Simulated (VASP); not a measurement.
# Ga (P6_3/mmc) in VASP: further runs

Runs on Ga. Level: RPBE. Tasks: single point.

Everything below comes from runs of VASP 6.6.1. Logs are shortened: lines on timing, memory, paths and dates and some standing lists are left out, and cuts for length are marked.

## 1. The cell of the first run

It takes space group P6_3/mmc (No. 194, hexagonal). Conventional cell: a = 2.948 Å, b = 2.948 Å, c = 9.628 Å, α = 90.00°, β = 90.00°, γ = 120.00°. Ga (site symmetry -3m) has 12 Ga at 2.95 Å within 3.9 Å. Ga (site symmetry -6m2) has 12 Ga at 2.95 Å within 3.9 Å.

This isn't the form of Ga at room conditions, which is orthorhombic.

## 2. Single point, RPBE (18.12 Å³/atom)

INCAR

```
SYSTEM = Ga
PREC = Accurate ; ENCUT = 520
EDIFF = 1E-6 ; ISMEAR = -1
SIGMA = 0.1 ; LREAL = .FALSE.
LASPH = .TRUE. ; NELM = 60
ALGO = Normal ; ISIF = 2
LWAVE = .FALSE. ; LCHARG = .FALSE.
GGA = RP ; NBANDS = 34
```

KPOINTS

```
regular mesh
0
G
  13 13 4
  0 0 0
```

POSCAR

```
Ga
1.0
    2.9483404151      0.0000000000      0.0000000000
   -1.4741702076      2.5533376985      0.0000000000
    0.0000000000      0.0000000000      9.6277641037
Ga
4
Direct
    0.0000000000      0.0000000000      0.0000000000
    0.0000000000      0.0000000000      0.5000000000
    0.3333333333      0.6666666667      0.2500000000
    0.6666666667      0.3333333333      0.7500000000
```

Potentials or basis: VASP PAW PBE potentials, release 64 (Ga_d).

Command:

```sh
$ cat potpaw_PBE.64/Ga_d/POTCAR > POTCAR
$ mpirun -np 1 vasp_std > vasp.out
```

OUTCAR:

```text
SYSTEM = Ga
   PREC = Accurate
   ENCUT = 520
   EDIFF = 1E-6
   ISMEAR = -1
   LREAL = .FALSE.
   LASPH = .TRUE.
   NELM = 60
   ISIF = 2
   GGA = RP

 ion  position               nearest neighbor table
   1  0.000  0.000  0.000-
   2  0.000  0.000  0.500-
   3  0.333  0.667  0.250-
   4  0.667  0.333  0.750-

  LATTYP: Found a hexagonal cell.
 ALAT       =     2.9483404151
 C/A-ratio  =     3.2654859169

  Lattice vectors:

 A1 = (   2.9483404151,   0.0000000000,   0.0000000000)
 A2 = (  -1.4741702076,   2.5533376985,   0.0000000000)
 A3 = (   0.0000000000,   0.0000000000,   9.6277641037)

Analysis of symmetry for initial positions (statically):
=====================================================================
 Subroutine PRICEL returns:
 Original cell was already a primitive cell.

 Routine SETGRP: Setting up the symmetry group for a
 hexagonal supercell.

 Subroutine GETGRP returns: Found 24 space group operations
 (whereof 12 operations were pure point group operations)
 out of a pool of 24 trial point group operations.

The static configuration has the point symmetry D_3d.
 The point group associated with its full space group is D_6h.

Analysis of symmetry for dynamics (positions and initial velocities):
=====================================================================
 Subroutine PRICEL returns:
 Original cell was already a primitive cell.

 Routine SETGRP: Setting up the symmetry group for a
 hexagonal supercell.

 Subroutine GETGRP returns: Found 24 space group operations
 (whereof 12 operations were pure point group operations)
 out of a pool of 24 trial point group operations.

The dynamic configuration has the point symmetry D_3d.
 The point group associated with its full space group is D_6h.

 Subroutine INISYM returns: Found 24 space group operations
 (whereof 12 operations are pure point group operations),
 and found     1 'primitive' translations

----------------------------------------------------------------------------------------

                                     Primitive cell

  volume of cell :      72.4789

  direct lattice vectors                    reciprocal lattice vectors
     2.948340415  0.000000000  0.000000000     0.339173860  0.195822120  0.000000000
    -1.474170208  2.553337699  0.000000000     0.000000000  0.391644239  0.000000000
     0.000000000  0.000000000  9.627764104     0.000000000  0.000000000  0.103866276

  length of vectors
     2.948340415  2.948340415  9.627764104     0.391644239  0.391644239  0.103866276

  position of ions in fractional coordinates (direct lattice)
     0.000000000  0.000000000  0.000000000
     0.000000000  0.000000000  0.500000000
     0.333333333  0.666666667  0.250000000
     0.666666667  0.333333333  0.750000000

  ion indices of the primitive-cell ions
   primitive index   ion index
                 1           1
                 2           2
                 3           3
                 4           4

----------------------------------------------------------------------------------------

 KPOINTS: regular mesh

Automatic generation of k-mesh.
 Grid dimensions read from file:
 generate k-points for:   13   13    4

 Generating k-lattice:

  Cartesian coordinates                     Fractional coordinates (reciprocal lattice)
     0.026090297  0.015063240  0.000000000     0.076923077  0.000000000  0.000000000
     0.000000000  0.030126480  0.000000000     0.000000000  0.076923077  0.000000000
     0.000000000  0.000000000  0.025966569     0.000000000  0.000000000  0.250000000

  Length of vectors
     0.030126480  0.030126480  0.025966569

  Shift w.r.t. Gamma in fractional coordinates (k-lattice)
     0.000000000  0.000000000  0.000000000

 Subroutine IBZKPT returns following result:
 ===========================================

 Found     63 irreducible k-points:

 Following reciprocal coordinates:
            Coordinates               Weight
  0.000000  0.000000  0.000000      1.000000
  0.076923  0.000000  0.000000      6.000000
  0.153846 -0.000000  0.000000      6.000000
  0.230769 -0.000000  0.000000      6.000000
  0.307692 -0.000000  0.000000      6.000000
  0.384615 -0.000000  0.000000      6.000000
[... 16 lines left out ...]
  0.076923  0.000000  0.250000     12.000000
  0.153846 -0.000000  0.250000     12.000000
 [... further k-points ...]
   k-points           NKPTS =     63   k-points in BZ     NKDIM =     63   number of bands    NBANDS=     34
   number of dos      NEDOS =    301   number of ions     NIONS =      4
   total plane-waves  NPLWV =  41472
   dimension x,y,z NGX =    24 NGY =   24 NGZ =   72
   dimension x,y,z NGXF=    48 NGYF=   48 NGZF=  144
   ions per type =               4
   NGX,Y,Z   is equivalent  to a cutoff of  13.53, 13.53, 12.43 a.u.
   NGXF,Y,Z  is equivalent  to a cutoff of  27.07, 27.07, 24.86 a.u.
 SYSTEM =  Ga
   PREC   = accura    normal or accurate (medium, high low for compatibility)
   ISTART =      0    job   : 0-new  1-cont  2-samecut
   ICHARG =      2    charge: 1-file 2-atom 10-const
   ISPIN  =      1    spin polarized calculation?
   LNONCOLLINEAR =      F non collinear calculations
   LSORBIT =      F    spin-orbit coupling
   LASPH  =      T    aspherical Exc in radial PAW
   ENCUT  =  520.0 eV  38.22 Ry    6.18 a.u.   5.48  5.48 17.90*2*pi/ulx,y,z
   NELM   =     60;   NELMIN=  2; NELMDL= -5     # of ELM steps
   EDIFF  = 0.1E-05   stopping-criterion for ELM
   LREAL  =      F    real-space projection
   EDIFFG = 0.1E-04   stopping-criterion for IOM
   NSW    =      0    number of steps for IOM
   IBRION =     -1    ionic relax: 0-MD 1-quasi-New 2-CG
   NFREE  =      0    steps in history (QN), initial steepest desc. (CG)
   ISIF   =      2    stress and relaxation
   ISYM   =      2    0-nonsym 1-usesym 2-fastsym
   POTIM  = 0.5000    time-step for ionic-motion
   TEBEG  =    0.0;   TEEND  =   0.0 temperature during run
   PSTRESS=    0.0 pullay stress
   NELECT =      52.0000    total number of electrons
   NUPDOWN=      -1.0000    fix difference up-down
   EMIN   =  10.00;   EMAX   =-10.00  energy-range for DOS
   EFERMI =   0.00;   METHOD = LEGACY
   ISMEAR =    -1;   SIGMA  =   0.10  broadening in eV -4-tet -1-fermi 0-gaus
   EFERMI_NEDOS =   21; number of points for ismear=-14 and -15
   IALGO  =     38    algorithm
   IMIX   =      4    mixing-type and parameters
     AMIX     =   0.40;   BMIX     =  1.00
     AMIX_MAG =   1.60;   BMIX_MAG =  1.00
  volume/ion in A,a.u.               =      18.12       122.28
  Fermi-wavevector in a.u.,A,eV,Ry     =   1.465566  2.769519 29.223748  2.147885
  Thomas-Fermi vector in A             =   2.581408
   LORBIT       =      0    0 simple, 1 ext, 2 COOP (PROOUT), +10 PAW based schemes
   GGA     = RP    functional components
   LHFCALC =     F    Hartree Fock is set to
   AEXX    =    0.0000 exact exchange contribution
   IVDW    =     0    specifies the selected vdW correction
   LEPSILON=     F    determine dielectric tensor
   LRPA    =     F    only Hartree local field effects (RPA)
 non-spin polarized calculation
  energy-cutoff  :      520.00
  volume of cell :       72.48
 maximum number of plane-waves:      2004
 NGX is ok and might be reduce to    24
   NGX = 11   NGY = 11   NGZ = 35

 number of electron      52.0000014 magnetization

 Free energy of the ion-electron system (eV)
  ---------------------------------------------------
  ext. energy  EPLUGINS =         0.00000000
  ---------------------------------------------------
  free energy    TOTEN  =       -10.06987151 eV

  energy without entropy =      -10.01871997  energy(sigma->0) =      -10.04429574

 E-fermi :   6.0971     XC(G=0): -11.0912

 val. band max:        6.0647220255   @ k =   0.2308   0.2308   0.2500
 cond. band min:       6.0973492127   @ k =   0.3846   0.2308   0.2500
 fundamental gap:      0.0326271873
 Fermi energy:         6.0971477176

 k-point     1 :       0.0000    0.0000    0.0000
  band No.  band energies     occupation
      1      -8.9851      2.00000
      2      -8.9390      2.00000
      3      -8.9186      2.00000
      4      -8.8990      2.00000
      5      -8.8990      2.00000
      6      -8.8931      2.00000
[... 26 lines left out ...]
     33      17.3769      0.00000
     34      18.5096      0.00000

 k-point     2 :       0.0769    0.0000    0.0000
  band No.  band energies     occupation
      1      -8.9755      2.00000
      2      -8.9333      2.00000
      3      -8.9212      2.00000
      4      -8.9020      2.00000
      5      -8.8913      2.00000
      6      -8.8892      2.00000
[... 26 lines left out ...]
     33      16.7918      0.00000
     34      17.6574      0.00000

 k-point     3 :       0.1538   -0.0000    0.0000
  band No.  band energies     occupation
      1      -8.9664      2.00000
      2      -8.9340      2.00000
      3      -8.9304      2.00000
      4      -8.9009      2.00000
      5      -8.8956      2.00000
      6      -8.8810      2.00000
[... 26 lines left out ...]
     33      15.7084      0.00000
     34      16.2063      0.00000

 k-point     4 :       0.2308   -0.0000    0.0000
  band No.  band energies     occupation
      1      -8.9896      2.00000
      2      -8.9526      2.00000
      3      -8.9466      2.00000
      4      -8.9112      2.00000
      5      -8.9025      2.00000
      6      -8.8653      2.00000
[... 26 lines left out ...]
     33      14.6551      0.00000
     34      14.6706      0.00000

 k-point     5 :       0.3077   -0.0000    0.0000
  band No.  band energies     occupation
      1      -9.0226      2.00000
      2      -8.9754      2.00000
      3      -8.9694      2.00000
      4      -8.9521      2.00000
      5      -8.9281      2.00000
      6      -8.8837      2.00000
[... 621 lines left out ...]
 k-point    22 :       0.0000    0.0000    0.2500
  band No.  band energies     occupation
      1      -8.9805      2.00000
      2      -8.9509      2.00000
      3      -8.9097      2.00000
      4      -8.8952      2.00000
      5      -8.8952      2.00000
      6      -8.8946      2.00000
[... 26 lines left out ...]
     33      17.6599      0.00000
     34      17.6659      0.00000

 k-point    23 :       0.0769    0.0000    0.2500
  band No.  band energies     occupation
      1      -8.9714      2.00000
      2      -8.9447      2.00000
      3      -8.9136      2.00000
      4      -8.9042      2.00000
      5      -8.8871      2.00000
      6      -8.8849      2.00000
[... 26 lines left out ...]
     33      17.4446      0.00000
     34      17.5397      0.00000

 k-point    24 :       0.1538   -0.0000    0.2500
  band No.  band energies     occupation
      1      -8.9637      2.00000
      2      -8.9451      2.00000
      3      -8.9208      2.00000
      4      -8.9048      2.00000
      5      -8.8918      2.00000
      6      -8.8755      2.00000
[... 26 lines left out ...]
     33      15.8466      0.00000
     34      16.5680      0.00000

 [... further k-points ...]

------------------------ aborting loop because EDIFF is reached ----------------------------------------

  FORCE on cell =-STRESS in cart. coord.  units (eV):
  Direction    XX          YY          ZZ          XY          YZ          ZX
  --------------------------------------------------------------------------------------
  -------------------------------------------------------------------------------------
  Total        2.0173495      2.0173495      2.0741414     -0.0000000      0.0000000      0.0000000
  in kB       44.5944078     44.5944078     45.8498184     -0.0000000      0.0000000      0.0000000
  external PRESSURE =      45.0128780 kB  Pullay stress =       0.0000000 kB

 VOLUME and BASIS-vectors are now :
 -----------------------------------------------------------------------------
  energy-cutoff  :      520.00
  volume of cell :       72.48
      direct lattice vectors                 reciprocal lattice vectors
     2.948340415  0.000000000  0.000000000     0.339173860  0.195822120  0.000000000
    -1.474170208  2.553337699  0.000000000     0.000000000  0.391644239  0.000000000
     0.000000000  0.000000000  9.627764104     0.000000000  0.000000000  0.103866276

 POSITION                                       TOTAL-FORCE (eV/Angst)
 -----------------------------------------------------------------------------------
      0.00000      0.00000      0.00000         0.000000      0.000000     -0.000000
      0.00000      0.00000      4.81388         0.000000      0.000000     -0.000000
     -0.00000      1.70223      2.40694         0.000000      0.000000      0.000000
      1.47417      0.85111      7.22082        -0.000000     -0.000000     -0.000000
 -----------------------------------------------------------------------------------
    total drift:                               -0.000000      0.000000      0.000000

  FREE ENERGIE OF THE ION-ELECTRON SYSTEM (eV)
  ---------------------------------------------------
  free  energy   TOTEN  =       -10.0698715103 eV

  energy  without entropy=      -10.0187199672  energy(sigma->0) =      -10.04429574
```

Wall time 57 s (1 thread of Intel Xeon 6975P-C (Granite Rapids), shared host); peak memory 0.25 GiB.

Results:

| Item | Value |
| --- | --- |
| Free energy | -10.0699 eV |
| Pressure | 4.5 GPa |
| Band gap on the k mesh | zero (bands 26 and 27 overlap by 5.63 eV) |

Caveat: the cell stands under pressure; the PAW data sets were made with another functional, which shifts forces and pressure a little.

[end of part 1 of 2]
